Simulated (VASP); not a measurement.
# CoW3 (Pm-3m) in VASP: a series of runs, part 2 of 2

VASP 6.6.1. The steps go on from the part before.

## 3. Single point, PBE, collinear spin, ferromagnetic start

This run uses another cell than the first one, of 14.02 Å³/atom.

File INCAR:

```
ALGO = Normal
EDIFF = 1E-7
ENCUT = 520
GGA = PE
ISIF = 2
ISMEAR = -1
ISPIN = 2
LASPH = T
LCHARG = F
LMAXMIX = 4
LORBIT = 11
LREAL = F
LWAVE = F
MAGMOM = 0 0 0 2
NBANDS = 38
NELM = 150
PREC = Accurate
SIGMA = 0.05
```

File KPOINTS:

```
k-points
0
Gamma
  7 7 7
```

File POSCAR:

```
CoW3
1.0
    3.8275867615      0.0000000000      0.0000000000
    0.0000000000      3.8275867615      0.0000000000
    0.0000000000      0.0000000000      3.8275867615
W Co
3 1
Direct
    0.5000000000      0.5000000000      0.0000000000
    0.5000000000      0.0000000000      0.5000000000
    0.0000000000      0.5000000000      0.5000000000
    0.0000000000      0.0000000000      0.0000000000
```

Potentials or basis: VASP PAW PBE potentials, release 64 (W_sv, Co).

Run with:

```
cat potpaw_PBE.64/W_sv/POTCAR potpaw_PBE.64/Co/POTCAR > POTCAR
mpirun -np 1 vasp_std > vasp.out
```

OUTCAR:

```text
EDIFF = 1E-7
   ENCUT = 520
   GGA = PE
   ISIF = 2
   ISMEAR = -1
   ISPIN = 2
   LASPH = T
   LORBIT = 11
   LREAL = F
   NELM = 150
   PREC = Accurate

 ion  position               nearest neighbor table
   1  0.500  0.500  0.000-   2 2.71   3 2.71   4 2.71   2 2.71   3 2.71   2 2.71   4 2.71   2 2.71
                             3 2.71   4 2.71   3 2.71   4 2.71
   2  0.500  0.000  0.500-   1 2.71   3 2.71   4 2.71   1 2.71   4 2.71   1 2.71   3 2.71   1 2.71
                             3 2.71   4 2.71   4 2.71   3 2.71
   3  0.000  0.500  0.500-   1 2.71   2 2.71   4 2.71   1 2.71   4 2.71   2 2.71   4 2.71   4 2.71
                             1 2.71   2 2.71   1 2.71   2 2.71
   4  0.000  0.000  0.000-   1 2.71   2 2.71   3 2.71   2 2.71   3 2.71   1 2.71   3 2.71   3 2.71
                             1 2.71   2 2.71   2 2.71   1 2.71

  LATTYP: Found a simple cubic cell.
 ALAT       =     3.8275867615
[... 1807 lines left out ...]

------------------------ aborting loop because EDIFF is reached ----------------------------------------

  FORCE on cell =-STRESS in cart. coord.  units (eV):
  Direction    XX          YY          ZZ          XY          YZ          ZX
  --------------------------------------------------------------------------------------
  -------------------------------------------------------------------------------------
  Total        6.3232490      6.3232490      6.3232490     -0.0000000     -0.0000000      0.0000000
  in kB      180.6657099    180.6657099    180.6657099     -0.0000000     -0.0000000      0.0000000
  external PRESSURE =     180.6657099 kB  Pullay stress =       0.0000000 kB

 VOLUME and BASIS-vectors are now :
 -----------------------------------------------------------------------------
  energy-cutoff  :      520.00
  volume of cell :       56.08
      direct lattice vectors                 reciprocal lattice vectors
     3.827586762  0.000000000  0.000000000     0.261261223  0.000000000  0.000000000
     0.000000000  3.827586762  0.000000000     0.000000000  0.261261223  0.000000000
     0.000000000  0.000000000  3.827586762     0.000000000  0.000000000  0.261261223

 POSITION                                       TOTAL-FORCE (eV/Angst)
 -----------------------------------------------------------------------------------
      1.91379      1.91379      0.00000         0.000000      0.000000      0.000000
      1.91379      0.00000      1.91379         0.000000      0.000000      0.000000
      0.00000      1.91379      1.91379         0.000000      0.000000      0.000000
      0.00000      0.00000      0.00000         0.000000      0.000000      0.000000
 -----------------------------------------------------------------------------------
    total drift:                                0.000000      0.000000      0.000000

  FREE ENERGIE OF THE ION-ELECTRON SYSTEM (eV)
  ---------------------------------------------------
  free  energy   TOTEN  =       -44.6918216131 eV

  energy  without entropy=      -44.6590403400  energy(sigma->0) =      -44.67543098

 total charge

# of ion       s       p       d       tot
------------------------------------------
    1        2.433   6.333   3.454  12.220
    2        2.433   6.333   3.454  12.220
    3        2.433   6.333   3.454  12.220
    4        0.492   0.603   7.331   8.426
--------------------------------------------------
tot          7.790  19.603  17.694  45.087

 magnetization (x)

# of ion       s       p       d       tot
------------------------------------------
    1       -0.000   0.000  -0.000  -0.000
    2       -0.000   0.000  -0.000  -0.000
    3       -0.000   0.000  -0.000  -0.000
    4       -0.000   0.000   0.000   0.000
--------------------------------------------------
tot         -0.000   0.000   0.000   0.000
```

OSZICAR:

```text
N       E                     dE             d eps       ncg     rms          rms(c)
DAV:   1     0.593603957331E+03    0.59360E+03   -0.26689E+04  3064   0.161E+03
DAV:   2    -0.125042377581E+02   -0.60611E+03   -0.58297E+03  3092   0.498E+02
DAV:   3    -0.474617345122E+02   -0.34957E+02   -0.32532E+02  3462   0.122E+02
[... 13 lines left out ...]
DAV:  17    -0.446918139223E+02   -0.89841E-04   -0.13506E-04  4028   0.138E-01    0.643E-02
DAV:  18    -0.446918158507E+02   -0.19284E-05   -0.57852E-05  4116   0.764E-02    0.288E-02
DAV:  19    -0.446918211661E+02   -0.53154E-05   -0.43749E-05  4014   0.763E-02    0.441E-03
DAV:  20    -0.446918214884E+02   -0.32226E-06   -0.36259E-06  3136   0.107E-02    0.334E-03
DAV:  21    -0.446918216272E+02   -0.13882E-06   -0.62644E-07  3022   0.980E-03    0.107E-03
DAV:  22    -0.446918216131E+02    0.14129E-07   -0.13119E-07  1812   0.389E-03
   1 F= -.44691822E+02 E0= -.44675431E+02  d E =-.327813E-01  mag=     0.0000
```

Run time: 2.1 min. Hardware: 1 thread of Intel Xeon 6975P-C (Granite Rapids), shared host; peak memory 0.21 GiB.

Results:

- Free energy: -44.6918 eV
- Pressure: 18.1 GPa
- Net moment: 0.00 μB per cell
- Valence electrons inside the program's atomic spheres: W 12.22; Co 8.43

Levels at points of the mesh, in eV from the Fermi level:
Spin up:
| k point | band 22 | band 23 | band 24 | band 25 | band 26 | band 27 | band 28 | band 29 |
| --- | --- | --- | --- | --- | --- | --- | --- | --- |
| (0.00, 0.00, 0.00) | -1.20 | 0.37 | 0.37 | 3.05 | 3.05 | 3.05 | 3.24 | 3.24 |
Spin down:
```csv
k point,band 21,band 22,band 23,band 24,band 25,band 26,band 27,band 28,band 29,band 30
"(0.00, 0.00, 0.00)",-1.20,-1.20,0.37,0.37,3.05,3.05,3.05,3.24,3.24,3.24
```

Caveat: the cell stands under pressure; spin-orbit coupling is left out, which moves the levels of the heavy elements.

## 4. Single point, PBE, collinear spin, ferromagnetic start

This run uses another cell than the first one, of 14.32 Å³/atom.

File INCAR:

```
SYSTEM = CoW3
ALGO = Normal
EDIFF = 1E-6
ENCUT = 520
GGA = PE
ISIF = 2
ISMEAR = -1
ISPIN = 2
LASPH = .True.
LCHARG = .True.
LELF = .True.
LMAXMIX = 4
LORBIT = 11
LREAL = .False.
LVHAR = .True.
LWAVE = .False.
MAGMOM = 0 0 0 2
NBANDS = 38
NELM = 150
PREC = Accurate
SIGMA = 0.05
```

File KPOINTS:

```
k-points
0
Gamma
  7 7 7
  0 0 0
```

File POSCAR:

```
CoW3
1.0
    3.8545424859      0.0000000000      0.0000000000
    0.0000000000      3.8545424859      0.0000000000
    0.0000000000      0.0000000000      3.8545424859
W Co
3 1
Direct
    0.5000000000      0.5000000000      0.0000000000
    0.5000000000      0.0000000000      0.5000000000
    0.0000000000      0.5000000000      0.5000000000
    0.0000000000      0.0000000000      0.0000000000
```

Run with:

```
cat potpaw_PBE.64/W_sv/POTCAR potpaw_PBE.64/Co/POTCAR > POTCAR
mpirun -np 1 vasp_std > vasp.out
```

Run time: 2.3 min. Hardware: 1 thread of Intel Xeon 6975P-C (Granite Rapids), shared host; peak memory 0.22 GiB.

Results (log left out):

| Item | Value |
| --- | --- |
| Free energy | -44.7998 eV |
| Pressure | 10.9 GPa |
| Net moment | 0.00 μB per cell |
| Valence electrons inside the program's atomic spheres | W 12.17; Co 8.38 |

Levels at points of the mesh, in eV from the Fermi level:
Spin up:
| k point | band 21 | band 22 | band 23 | band 24 | band 25 | band 26 | band 27 | band 28 | band 29 | band 30 |
| --- | --- | --- | --- | --- | --- | --- | --- | --- | --- | --- |
| (0.00, 0.00, 0.00) | -1.17 | -1.17 | 0.36 | 0.36 | 2.97 | 2.97 | 2.97 | 3.15 | 3.15 | 3.15 |
Spin down:
| k point | band 22 | band 23 | band 24 | band 25 | band 26 | band 27 | band 28 | band 29 |
| --- | --- | --- | --- | --- | --- | --- | --- | --- |
| (0.00, 0.00, 0.00) | -1.16 | 0.36 | 0.36 | 2.97 | 2.97 | 2.97 | 3.15 | 3.15 |

Caveat: the cell stands under pressure; spin-orbit coupling is left out, which moves the levels of the heavy elements.
